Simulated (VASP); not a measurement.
Here is a VASP 6.6.1 calculation.

INCAR

```
SYSTEM = KAgF2
PREC     = Accurate       ! precision mode
ENCUT    = 600            ! plane-wave cutoff, eV
EDIFF    = 1E-6           ! SCF threshold, eV
ISMEAR   = 0              ! smearing method
SIGMA    = 0.01           ! smearing width, eV
LREAL    = .FALSE.        ! projectors in reciprocal space
LASPH    = .TRUE.         ! aspherical terms in the spheres
NELM     = 120            ! most SCF steps
ALGO     = Normal         ! electronic algorithm
ISIF     = 2              ! what is computed and relaxed
LWAVE    = .FALSE.        ! write WAVECAR
LCHARG   = .FALSE.        ! write CHGCAR
GGA      = PE             ! functional
NBANDS   = 25             ! bands
GGA_COMPAT= .FALSE.
```

File KPOINTS:

```
Automatic mesh
0
G
  6 6 6
  0 0 0
```

The input POSCAR:

```
KAgF2
1.0
    1.8770873779      1.0837369029      5.9616160677
   -1.8770873779      1.0837369029      5.9616160677
    0.0000000000     -2.1674738059      5.9616160677
K Ag F
1 1 2
Direct
    1.0000000000      0.0000000000      0.0000000000
    0.5000000000      0.5000000000      0.5000000000
    0.2445526157      0.2445526157      0.2445526157
    0.7554473843      0.7554473843      0.7554473843
```

Potentials or basis: VASP PAW PBE potentials, release 64 (K_sv, Ag, F).

Launch:

```console
$ cat potpaw_PBE.64/K_sv/POTCAR potpaw_PBE.64/Ag/POTCAR potpaw_PBE.64/F/POTCAR > POTCAR
$ mpirun -np 1 vasp_std > vasp.out
```

Q: Predict the largest force.

A: 0.027 eV/Å.

Q: Predict the band gap on the k mesh.

A: 1.79 eV (least direct gap 1.87 eV).

Q: What does it give for the pressure?

A: -1.3 GPa.

Forces on the atoms (eV/Å):
```
K    0.000  0.000  0.000
Ag   0.000  0.000  0.000
F    0.000  0.000 -0.027
F    0.000  0.000  0.027
```

A k mesh can miss the band edges.
